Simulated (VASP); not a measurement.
# SnTe (rocksalt type) (Fm-3m) in VASP: a series of runs

SnTe (rocksalt type) is run at these levels: r2SCAN; tasks: single point.

All numbers are computed with VASP 6.6.1; they aren't measurements. Logs are shortened: lines on timing, memory, paths and dates and some standing lists are left out, and cuts for length are marked.

### 1 The cell of the first run

Symmetry: Fm-3m, No. 225, cubic system. Conventional cell: a = 5.218 Å, b = 5.218 Å, c = 5.218 Å, α = 90.00°, β = 90.00°, γ = 90.00°. Sn (site symmetry m-3m) has 6 Te at 2.61 Å within 3.4 Å. Te (site symmetry m-3m) has 6 Sn at 2.61 Å within 3.4 Å.

### 2 Single point, r2SCAN (17.76 Å³/atom)

POSCAR

```
SnTe
1.0
    0.0000000000      2.6088220122      2.6088220122
    2.6088220122      0.0000000000      2.6088220122
    2.6088220122      2.6088220122      0.0000000000
Sn Te
1 1
Direct
    0.0000000000      0.0000000000      0.0000000000
    0.5000000000      0.5000000000      0.5000000000
```

INCAR.step1

```
ALGO     = Normal         # electronic algorithm
EDIFF    = 1E-4           # SCF threshold, eV
ENCUT    = 520            # plane-wave cutoff, eV
GGA      = PE             # functional
ISMEAR   = -1             # smearing method
LASPH    = True           # aspherical terms in the spheres
LCHARG   = False          # write CHGCAR
LREAL    = False          # projectors in reciprocal space
LWAVE    = True           # write WAVECAR
NBANDS   = 17             # bands
NELM     = 80             # most SCF steps
PREC     = Accurate       # precision mode
SIGMA    = 0.08           # smearing width, eV
```

INCAR.step2

```
ALGO     = Normal         # electronic algorithm
EDIFF    = 1E-7           # SCF threshold, eV
ENCUT    = 520            # plane-wave cutoff, eV
ISIF     = 2              # what is computed and relaxed
ISMEAR   = -1             # smearing method
ISTART   = 1            
LASPH    = True           # aspherical terms in the spheres
LCHARG   = False          # write CHGCAR
LMIXTAU  = True         
LREAL    = False          # projectors in reciprocal space
LWAVE    = False          # write WAVECAR
METAGGA  = R2SCAN         # meta-GGA
NBANDS   = 17             # bands
NELM     = 80             # most SCF steps
PREC     = Accurate       # precision mode
SIGMA    = 0.08           # smearing width, eV
```

KPOINTS

```
k-points
0
Gamma
  13 13 13
```

Potentials or basis: VASP PAW PBE potentials, release 64 (Sn_d, Te).

Launch:

```sh
> cat potpaw_PBE.64/Sn_d/POTCAR potpaw_PBE.64/Te/POTCAR > POTCAR
> cp INCAR.step1 INCAR
> mpirun -np 1 vasp_std > vasp.out
> cp INCAR.step2 INCAR
> mpirun -np 1 vasp_std > vasp.out
```

OUTCAR:

```text
EDIFF = 1E-7
   ENCUT = 520
   ISIF = 2
   ISMEAR = -1
   ISTART = 1
   LASPH = True
   LREAL = False
   METAGGA = R2SCAN
   NELM = 80
   PREC = Accurate

 ion  position               nearest neighbor table
   1  0.000  0.000  0.000-   2 2.61   2 2.61   2 2.61   2 2.61   2 2.61   2 2.61
   2  0.500  0.500  0.500-   1 2.61   1 2.61   1 2.61   1 2.61   1 2.61   1 2.61

  LATTYP: Found a face centered cubic cell.
 ALAT       =     5.2176440244

  Lattice vectors:

 A1 = (   0.0000000000,   2.6088220122,   2.6088220122)
 A2 = (   2.6088220122,   0.0000000000,   2.6088220122)
 A3 = (   2.6088220122,   2.6088220122,   0.0000000000)

Analysis of symmetry for initial positions (statically):
=====================================================================
 Subroutine PRICEL returns:
 Original cell was already a primitive cell.

 Routine SETGRP: Setting up the symmetry group for a
 face centered cubic supercell.

 Subroutine GETGRP returns: Found 48 space group operations
 (whereof 48 operations were pure point group operations)
 out of a pool of 48 trial point group operations.

The static configuration has the point symmetry O_h .

Analysis of symmetry for dynamics (positions and initial velocities):
=====================================================================
 Subroutine PRICEL returns:
 Original cell was already a primitive cell.

 Routine SETGRP: Setting up the symmetry group for a
 face centered cubic supercell.

 Subroutine GETGRP returns: Found 48 space group operations
 (whereof 48 operations were pure point group operations)
 out of a pool of 48 trial point group operations.

The dynamic configuration has the point symmetry O_h .

 Subroutine INISYM returns: Found 48 space group operations
 (whereof 48 operations are pure point group operations),
 and found     1 'primitive' translations

----------------------------------------------------------------------------------------

                                     Primitive cell

  volume of cell :      35.5110

  direct lattice vectors                    reciprocal lattice vectors
     0.000000000  2.608822012  2.608822012    -0.191657383  0.191657383  0.191657383
     2.608822012  0.000000000  2.608822012     0.191657383 -0.191657383  0.191657383
     2.608822012  2.608822012  0.000000000     0.191657383  0.191657383 -0.191657383

  length of vectors
     3.689431471  3.689431471  3.689431471     0.331960325  0.331960325  0.331960325

  position of ions in fractional coordinates (direct lattice)
     0.000000000  0.000000000  0.000000000
     0.500000000  0.500000000  0.500000000

  ion indices of the primitive-cell ions
   primitive index   ion index
                 1           1
                 2           2

----------------------------------------------------------------------------------------

 KPOINTS: k-points

Automatic generation of k-mesh.
 Grid dimensions read from file:
 generate k-points for:   13   13   13

 Generating k-lattice:

  Cartesian coordinates                     Fractional coordinates (reciprocal lattice)
    -0.014742876  0.014742876  0.014742876     0.076923077  0.000000000  0.000000000
     0.014742876 -0.014742876  0.014742876     0.000000000  0.076923077  0.000000000
     0.014742876  0.014742876 -0.014742876     0.000000000  0.000000000  0.076923077

  Length of vectors
     0.025535410  0.025535410  0.025535410

  Shift w.r.t. Gamma in fractional coordinates (k-lattice)
     0.000000000  0.000000000  0.000000000

 Subroutine IBZKPT returns following result:
 ===========================================

 Found     84 irreducible k-points:

 Following reciprocal coordinates:
            Coordinates               Weight
  0.000000  0.000000  0.000000      1.000000
  0.076923  0.000000  0.000000      8.000000
  0.153846  0.000000  0.000000      8.000000
  0.230769  0.000000  0.000000      8.000000
  0.307692  0.000000  0.000000      8.000000
  0.384615  0.000000  0.000000      8.000000
[... 16 lines left out ...]
  0.384615  0.153846  0.000000     24.000000
  0.461538  0.153846  0.000000     24.000000
 [... further k-points ...]
   k-points           NKPTS =     84   k-points in BZ     NKDIM =     84   number of bands    NBANDS=     17
   number of dos      NEDOS =    301   number of ions     NIONS =      2
   total plane-waves  NPLWV =  21952
   dimension x,y,z NGX =    28 NGY =   28 NGZ =   28
   dimension x,y,z NGXF=    56 NGYF=   56 NGZF=   56
   ions per type =               1   1
   NGX,Y,Z   is equivalent  to a cutoff of  12.62, 12.62, 12.62 a.u.
   NGXF,Y,Z  is equivalent  to a cutoff of  25.23, 25.23, 25.23 a.u.
 SYSTEM =  unknown system
   PREC   = accura    normal or accurate (medium, high low for compatibility)
   ISTART =      1    job   : 0-new  1-cont  2-samecut
   ICHARG =      0    charge: 1-file 2-atom 10-const
   ISPIN  =      1    spin polarized calculation?
   LNONCOLLINEAR =      F non collinear calculations
   LSORBIT =      F    spin-orbit coupling
   LASPH  =      T    aspherical Exc in radial PAW
   ENCUT  =  520.0 eV  38.22 Ry    6.18 a.u.   6.86  6.86  6.86*2*pi/ulx,y,z
   NELM   =     80;   NELMIN=  2; NELMDL=  0     # of ELM steps
   EDIFF  = 0.1E-06   stopping-criterion for ELM
   LREAL  =      F    real-space projection
   EDIFFG = 0.1E-05   stopping-criterion for IOM
   NSW    =      0    number of steps for IOM
   IBRION =     -1    ionic relax: 0-MD 1-quasi-New 2-CG
   NFREE  =      0    steps in history (QN), initial steepest desc. (CG)
   ISIF   =      2    stress and relaxation
   ISYM   =      2    0-nonsym 1-usesym 2-fastsym
   POTIM  = 0.5000    time-step for ionic-motion
   TEBEG  =    0.0;   TEEND  =   0.0 temperature during run
   PSTRESS=    0.0 pullay stress
   NELECT =      20.0000    total number of electrons
   NUPDOWN=      -1.0000    fix difference up-down
   EMIN   =  10.00;   EMAX   =-10.00  energy-range for DOS
   EFERMI =   0.00;   METHOD = LEGACY
   ISMEAR =    -1;   SIGMA  =   0.08  broadening in eV -4-tet -1-fermi 0-gaus
   EFERMI_NEDOS =   21; number of points for ismear=-14 and -15
   IALGO  =     38    algorithm
   IMIX   =      4    mixing-type and parameters
     AMIX     =   0.40;   BMIX     =  1.00
     AMIX_MAG =   1.60;   BMIX_MAG =  1.00
  volume/ion in A,a.u.               =      17.76       119.82
  Fermi-wavevector in a.u.,A,eV,Ry     =   1.351960  2.554833 24.868657  1.827795
  Thomas-Fermi vector in A             =   2.479338
   LORBIT       =      0    0 simple, 1 ext, 2 COOP (PROOUT), +10 PAW based schemes
   METAGGA = R2SCAN    functional components
   LHFCALC =     F    Hartree Fock is set to
   AEXX    =    0.0000 exact exchange contribution
   IVDW    =     0    specifies the selected vdW correction
   LEPSILON=     F    determine dielectric tensor
   LRPA    =     F    only Hartree local field effects (RPA)
 non-spin polarized calculation
  energy-cutoff  :      520.00
  volume of cell :       35.51
 maximum number of plane-waves:       969
   NGX = 13   NGY = 13   NGZ = 13

 number of electron      20.0000008 magnetization

 Free energy of the ion-electron system (eV)
  ---------------------------------------------------
  ext. energy  EPLUGINS =         0.00000000
  ---------------------------------------------------
  free energy    TOTEN  =       -45.49844523 eV

  energy without entropy =      -45.48656898  energy(sigma->0) =      -45.49250710

 E-fermi :  16.2788     XC(G=0): -13.0892

 val. band max:       16.2659734045   @ k =   0.3846   0.3846   0.0000
 cond. band min:      16.2897948105   @ k =  -0.3077   0.0769   0.0000
 fundamental gap:      0.0238214061
 Fermi energy:        16.2788087466

 k-point     1 :       0.0000    0.0000    0.0000
  band No.  band energies     occupation
      1      -7.5653      2.00000
      2      -7.5653      2.00000
      3      -7.4861      2.00000
      4      -7.4861      2.00000
      5      -7.4861      2.00000
      6      -3.0787      2.00000
[... 9 lines left out ...]
     16      20.9751      0.00000
     17      21.2959      0.00000

 k-point     2 :       0.0769    0.0000    0.0000
  band No.  band energies     occupation
      1      -7.5702      2.00000
      2      -7.5702      2.00000
      3      -7.4865      2.00000
      4      -7.4831      2.00000
      5      -7.4830      2.00000
      6      -2.9753      2.00000
[... 9 lines left out ...]
     16      20.8075      0.00000
     17      22.3812      0.00000

 k-point     3 :       0.1538    0.0000    0.0000
  band No.  band energies     occupation
      1      -7.5845      2.00000
      2      -7.5845      2.00000
      3      -7.4879      2.00000
      4      -7.4735      2.00000
      5      -7.4735      2.00000
      6      -2.6659      2.00000
[... 9 lines left out ...]
     16      20.9820      0.00000
     17      24.3508      0.00000

 k-point     4 :       0.2308    0.0000    0.0000
  band No.  band energies     occupation
      1      -7.6061      2.00000
      2      -7.6061      2.00000
      3      -7.4907      2.00000
      4      -7.4585      2.00000
      5      -7.4585      2.00000
      6      -2.1553      2.00000
[... 9 lines left out ...]
     16      21.8134      0.00000
     17      26.7590      0.00000
[... 343 lines left out ...]
      1      -7.6847      2.00000
      2      -7.5735      2.00000
      3      -7.5000      2.00000
      4      -7.4466      2.00000
      5      -7.4354      2.00000
      6      -1.5456      2.00000
[... 9 lines left out ...]
     16      24.4547      0.00000
     17      27.3306      0.00000

 k-point    23 :       0.3846    0.1538    0.0000
  band No.  band energies     occupation
      1      -7.7039      2.00000
      2      -7.5963      2.00000
      3      -7.4966      2.00000
      4      -7.4393      2.00000
      5      -7.4203      2.00000
      6      -0.7878      2.00000
[... 9 lines left out ...]
     16      26.0762      0.00000
     17      28.8624      0.00000

 k-point    24 :       0.4615    0.1538    0.0000
  band No.  band energies     occupation
      1      -7.7107      2.00000
      2      -7.6201      2.00000
      3      -7.4919      2.00000
      4      -7.4342      2.00000
      5      -7.4117      2.00000
      6       0.0636      2.00000
[... 9 lines left out ...]
     16      27.6580      0.00000
     17      27.7256      0.00000

 [... further k-points ...]

------------------------ aborting loop because EDIFF is reached ----------------------------------------

  FORCE on cell =-STRESS in cart. coord.  units (eV):
  Direction    XX          YY          ZZ          XY          YZ          ZX
  --------------------------------------------------------------------------------------
  -------------------------------------------------------------------------------------
  Total       22.2034464     22.2034464     22.2034464      0.0000000     -0.0000000      0.0000000
  in kB     1001.7690886   1001.7690886   1001.7690886      0.0000000     -0.0000000      0.0000000
  external PRESSURE =    1001.7690886 kB  Pullay stress =       0.0000000 kB

 VOLUME and BASIS-vectors are now :
 -----------------------------------------------------------------------------
  energy-cutoff  :      520.00
  volume of cell :       35.51
      direct lattice vectors                 reciprocal lattice vectors
     0.000000000  2.608822012  2.608822012    -0.191657383  0.191657383  0.191657383
     2.608822012  0.000000000  2.608822012     0.191657383 -0.191657383  0.191657383
     2.608822012  2.608822012  0.000000000     0.191657383  0.191657383 -0.191657383

 POSITION                                       TOTAL-FORCE (eV/Angst)
 -----------------------------------------------------------------------------------
      0.00000      0.00000      0.00000        -0.000000     -0.000000     -0.000000
      2.60882      2.60882      2.60882         0.000000      0.000000      0.000000
 -----------------------------------------------------------------------------------
    total drift:                               -0.000000      0.000000      0.000000

  FREE ENERGIE OF THE ION-ELECTRON SYSTEM (eV)
  ---------------------------------------------------
  free  energy   TOTEN  =       -45.4984452286 eV

  energy  without entropy=      -45.4865689771  energy(sigma->0) =      -45.49250710
```

Wall time 5.1 min (1 thread of Intel Xeon 8259CL, shared host); peak memory 0.21 GiB.

What came out:

```yaml
Free_energy: -45.4984 eV
Pressure: 100.2 GPa
```

Caveat: this odd mesh misses L, so gap, dielectric constants and Born charges aren't listed; the cell stands under pressure; the PAW data sets were made with another functional, which shifts forces and pressure a little; spin-orbit coupling is left out, which moves the levels of the heavy elements.

### 3 Single point, r2SCAN (20.66 Å³/atom)

This run uses another cell than the first one, of 20.66 Å³/atom.

POSCAR

```
SnTe
1.0
    0.0000000000      2.7439964492      2.7439964492
    2.7439964492      0.0000000000      2.7439964492
    2.7439964492      2.7439964492      0.0000000000
Sn Te
1 1
Direct
    0.0000000000      0.0000000000      0.0000000000
    0.5000000000      0.5000000000      0.5000000000
```

INCAR.step1

```
SYSTEM = SnTe
PREC = Accurate
ENCUT = 520
ISMEAR = -1
SIGMA = 0.08
LREAL = .False.
LASPH = .True.
NELM = 80
NBANDS = 17
GGA = PE
ALGO = Normal
EDIFF = 1E-4
LWAVE = .True.
LCHARG = .False.
```

INCAR.step2

```
SYSTEM = SnTe
PREC = Accurate
ENCUT = 520
EDIFF = 1E-7
ISMEAR = -1
SIGMA = 0.08
LREAL = .False.
LASPH = .True.
NELM = 80
ALGO = Normal
ISIF = 2
LWAVE = .False.
LCHARG = .False.
METAGGA = R2SCAN
LMIXTAU = .True.
NBANDS = 17
ISTART = 1
```

KPOINTS

```
Automatic mesh
0
Gamma
  13 13 13
  0 0 0
```

Potentials or basis: VASP PAW PBE potentials, release 64 (Sn_d, Te).

Launch:

```sh
> cat potpaw_PBE.64/Sn_d/POTCAR potpaw_PBE.64/Te/POTCAR > POTCAR
> cp INCAR.step1 INCAR
> mpirun -np 1 vasp_std > vasp.out
> cp INCAR.step2 INCAR
> mpirun -np 1 vasp_std > vasp.out
```

It took 7.4 min on 1 thread of Intel Xeon 8259CL, shared host; peak memory 0.21 GiB.

The run converged. Its results:

```yaml
Free_energy: -48.1566 eV
Pressure: 51.9 GPa
```

Levels at points of the mesh, in eV from the Fermi level:
| k point | band 8 | band 9 | band 10 | band 11 | band 12 | band 13 |
| --- | --- | --- | --- | --- | --- | --- |
| (0.00, 0.00, 0.00) | -3.72 | -3.72 | -1.98 | 4.11 | 4.11 | 4.11 |

Caveat: this odd mesh misses L, so gap, dielectric constants and Born charges aren't listed; the cell stands under pressure; the PAW data sets were made with another functional, which shifts forces and pressure a little; spin-orbit coupling is left out, which moves the levels of the heavy elements.

### 4 Single point, r2SCAN (23.24 Å³/atom)

This run uses another cell than the first one, of 23.24 Å³/atom.

POSCAR

```
SnTe
1.0
    0.0000000000      2.8538713123      2.8538713123
    2.8538713123      0.0000000000      2.8538713123
    2.8538713123      2.8538713123      0.0000000000
Sn Te
1 1
Direct
    0.0000000000      0.0000000000      0.0000000000
    0.5000000000      0.5000000000      0.5000000000
```

INCAR.step1

```
SYSTEM = SnTe
  PREC = Accurate
  ENCUT = 520
  ISMEAR = -1
  SIGMA = 0.08
  LREAL = .FALSE.
  LASPH = .TRUE.
  NELM = 100
  NBANDS = 17
  GGA = PE
  ALGO = Normal
  EDIFF = 1E-4
  LWAVE = .TRUE.
  LCHARG = .FALSE.
```

INCAR.step2

```
SYSTEM = SnTe
  PREC = Accurate
  ENCUT = 520
  EDIFF = 1E-6
  ISMEAR = -1
  SIGMA = 0.08
  LREAL = .FALSE.
  LASPH = .TRUE.
  NELM = 100
  ALGO = Normal
  ISIF = 2
  LWAVE = .FALSE.
  LCHARG = .FALSE.
  METAGGA = R2SCAN
  LMIXTAU = .TRUE.
  NBANDS = 17
  ISTART = 1
```

KPOINTS

```
regular mesh
0
G
  13 13 13
  0 0 0
```

Launch:

```sh
> cat potpaw_PBE.64/Sn_d/POTCAR potpaw_PBE.64/Te/POTCAR > POTCAR
> cp INCAR.step1 INCAR
> mpirun -np 1 vasp_std > vasp.out
> cp INCAR.step2 INCAR
> mpirun -np 1 vasp_std > vasp.out
```

Wall time 6.2 min (1 thread of Intel Xeon 8259CL, shared host); peak memory 0.22 GiB.

The run converged. Its results:

| Property | Result |
| --- | --- |
| Free energy | -49.4397 eV |
| Pressure | 29.5 GPa |

Levels at points of the mesh, in eV from the Fermi level:
| k point | band 7 | band 8 | band 9 | band 10 | band 11 | band 12 | band 13 | band 14 |
| --- | --- | --- | --- | --- | --- | --- | --- | --- |
| (0.00, 0.00, 0.00) | -3.37 | -3.37 | -3.37 | -2.97 | 4.11 | 4.11 | 4.11 | 4.36 |

Caveat: this odd mesh misses L, so gap, dielectric constants and Born charges aren't listed; the cell stands under pressure; the PAW data sets were made with another functional, which shifts forces and pressure a little; spin-orbit coupling is left out, which moves the levels of the heavy elements.

(Continued in part 2 of 2.)
